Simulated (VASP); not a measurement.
A run of VASP 6.6.1:

Contents of INCAR:

```
PREC = Accurate
ENCUT = 600
EDIFF = 1E-7
ISMEAR = 0
SIGMA = 0.02
LREAL = False
LASPH = True
NELM = 80
ALGO = Normal
ISIF = 3
LWAVE = False
LCHARG = False
GGA = PE
IBRION = 2
NSW = 70
EDIFFG = -0.008
PSTRESS = 20.0
```

File KPOINTS:

```
Automatic mesh
0
Gamma
  6 6 8
```

Contents of POSCAR:

```
SnO2
1.0
    4.7957068103      0.0000000000      0.0000000000
    0.0000000000      4.7975449540      0.0000000000
    0.0000000000      0.0000000000      3.2174953564
Sn O
2 4
Direct
    0.5000000000      0.5000000000      0.5000000000
    0.0000000000      0.0000000000      0.0000000000
    0.3064962479      0.3066616288      0.0000000000
    0.8064962479      0.1933383712      0.5000000000
    0.1935037521      0.8066616288      0.5000000000
    0.6935037521      0.6933383712      0.0000000000
```

Potentials or basis: VASP PAW PBE potentials, release 64 (Sn_d, O).

Command:

```sh
$ cat potpaw_PBE.64/Sn_d/POTCAR potpaw_PBE.64/O/POTCAR > POTCAR
$ mpirun -np 1 vasp_std > vasp.out
```

Hardware: 1 thread of Intel(R) Xeon(R) 6975P-C (Granite Rapids), on a shared host.

Problem. Estimate the wall time of this run.

Solution. Wall time 6.1 min on 1 thread of Intel(R) Xeon(R) 6975P-C (Granite Rapids), on a shared host, peak memory 0.33 GiB. Counts: scf iterations 50, k points 80, ion steps 6.
